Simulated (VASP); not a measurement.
Here is a VASP 6.6.1 calculation.

File INCAR:

```
ALGO     = Normal         # electronic algorithm
EDIFF    = 1E-6           # SCF threshold, eV
ENCUT    = 520            # plane-wave cutoff, eV
GGA      = RP             # functional
ISIF     = 2              # what is computed and relaxed
ISMEAR   = -1             # smearing method
IVDW     = 13             # dispersion correction
LASPH    = True           # aspherical terms in the spheres
LCHARG   = False          # write CHGCAR
LREAL    = False          # projectors in reciprocal space
LWAVE    = False          # write WAVECAR
NBANDS   = 17             # bands
NELM     = 60             # most SCF steps
PREC     = Accurate       # precision mode
SIGMA    = 0.05           # smearing width, eV
```

Contents of KPOINTS:

```
k-points
0
Gamma
  8 8 8
```

Contents of POSCAR:

```
SnSe
1.0
    0.0000000000      2.9897980490      2.9897980490
    2.9897980490      0.0000000000      2.9897980490
    2.9897980490      2.9897980490      0.0000000000
Sn Se
1 1
Direct
    0.0000000000      0.0000000000      0.0000000000
    0.5000000000      0.5000000000      0.5000000000
```

Potentials or basis: VASP PAW PBE potentials, release 64 (Sn_d, Se).

The run is started by

```console
$ cat potpaw_PBE.64/Sn_d/POTCAR potpaw_PBE.64/Se/POTCAR > POTCAR
$ mpirun -np 1 vasp_std > vasp.out
```

(1) Predict the dispersion energy per atom.

(2) What does it give for the band gap on the k mesh?

## Answers

(1) -0.745 eV.

(2) 0.63 eV, direct.

Caveat: spin-orbit coupling is left out, which moves the levels of the heavy elements.
